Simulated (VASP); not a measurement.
Input of a VASP 6.6.1 run:

File POSCAR:

```
BAs
1.0
    0.0000000000      2.2005638205      2.2962405084
    2.2005638205      0.0000000000      2.2962405084
    2.2005638205      2.2005638205      0.0000000000
B As
1 1
Direct
    0.0000000000      0.0000000000      0.0000000000
    0.7500000000      0.7500000000      0.7500000000
```

INCAR.step1

```
SYSTEM = BAs
ALGO = Normal
EDIFF = 1E-4
ENCUT = 520
GGA = PE
ISMEAR = 0
LASPH = .TRUE.
LCHARG = .FALSE.
LREAL = .FALSE.
LWAVE = .TRUE.
NBANDS = 11
NELM = 100
PREC = Accurate
SIGMA = 0.05
```

INCAR.step2

```
SYSTEM = BAs
ALGO = Normal
EDIFF = 1E-6
ENCUT = 520
ISIF = 2
ISMEAR = 0
ISTART = 1
LASPH = .TRUE.
LCHARG = .TRUE.
LELF = .TRUE.
LMIXTAU = .TRUE.
LREAL = .FALSE.
LVHAR = .TRUE.
LWAVE = .FALSE.
METAGGA = R2SCAN
NBANDS = 11
NELM = 100
PREC = Accurate
SIGMA = 0.05
```

Contents of KPOINTS:

```
k-points
0
G
  10 10 10
  0 0 0
```

Potentials or basis: VASP PAW PBE potentials, release 64 (B, As).

Run with:

```sh
$ cat potpaw_PBE.64/B/POTCAR potpaw_PBE.64/As/POTCAR > POTCAR
$ cp INCAR.step1 INCAR
$ mpirun -np 1 vasp_std > vasp.out
$ cp INCAR.step2 INCAR
$ mpirun -np 1 vasp_std > vasp.out
```

**Question.** Estimate the pressure.

**Answer.** 45.3 GPa.

**Question.** Predict the band gap on the k mesh.

**Answer.** 0.75 eV (least direct gap 3.46 eV).

Stress tensor (GPa, compression positive):
```
49.28  0.00  0.00
 0.00 49.28  0.00
 0.00  0.00 37.39
```

Caveat: the cell differs from its parent crystal (strain -0.080 along x and y, -0.040 along z); the cell stands under pressure; the PAW data sets were made with another functional, which shifts forces and pressure a little. A k mesh can miss the band edges.
